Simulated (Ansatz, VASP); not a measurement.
KBr: VASP beside Ansatz

File INCAR:

```
SYSTEM = KBr
PREC = Accurate
ENCUT = 520
EDIFF = 1E-7
ISMEAR = 0
SIGMA = 0.01
LREAL = .False.
LASPH = .True.
NELM = 60
ALGO = Normal
ISIF = 2
LWAVE = .False.
LCHARG = .True.
GGA = PE
LELF = .True.
LVHAR = .True.
NBANDS = 15
```

File KPOINTS:

```
regular mesh
0
Gamma
  6 6 6
  0 0 0
```

Contents of POSCAR:

```
KBr
1.0
    0.0000000000      3.3024387198      3.3024387198
    3.3024387198      0.0000000000      3.3024387198
    3.3024387198      3.3024387198      0.0000000000
K Br
1 1
Direct
    0.0000000000      0.0000000000      0.0000000000
    0.5000000000      0.5000000000      0.5000000000
```

Input for Ansatz:

```yaml
crystal:
  lattice:
    - [0.0, 3.3024387198, 3.3024387198]
    - [3.3024387198, 0.0, 3.3024387198]
    - [3.3024387198, 3.3024387198, 0.0]
  atoms:
    - { symbol: K, position: [0.0, 0.0, 0.0] }
    - { symbol: Br, position: [0.5, 0.5, 0.5] }
kpoints:
  mp_grid: { grid: [6, 6, 6] }
  band_path:
    path:
      - [0.0, 0.0, 0.0]
      - [0.5, 0.0, 0.5]
      - [0.625, 0.25, 0.625]
      - [0.375, 0.375, 0.75]
      - [0.5, 0.5, 0.5]
      - [0.5, 0.25, 0.75]
    npoints: 1
hamiltonian:
  xc: pbe
scf:
  occupations: { method: fixed }
  n_extra_bands: 4
output:
  forces: true
  stress: true
  eigenvalues: true
```

Alike in both runs: task single point; functional PBE; k mesh 6 × 6 × 6; no spin polarisation.

|  | VASP | Ansatz |
| --- | --- | --- |
| version | VASP 6.6.1 | Ansatz 0.2.0 |
| potentials or method | VASP PAW PBE potentials, release 64 (K_sv, Br) | plane waves, PAW |
| plane-wave cutoff (eV) | 520 | 420 |
| occupations | gaussian, width 0.01 eV | fixed |
| valence electrons in the cell | 16 | 16 |

```tsv
	VASP	Ansatz	Ansatz less VASP
gap on the k mesh at the Fermi level (eV)	4.43	4.43	+0.001
pressure (GPa)	0.7	0.7	-0.04
```
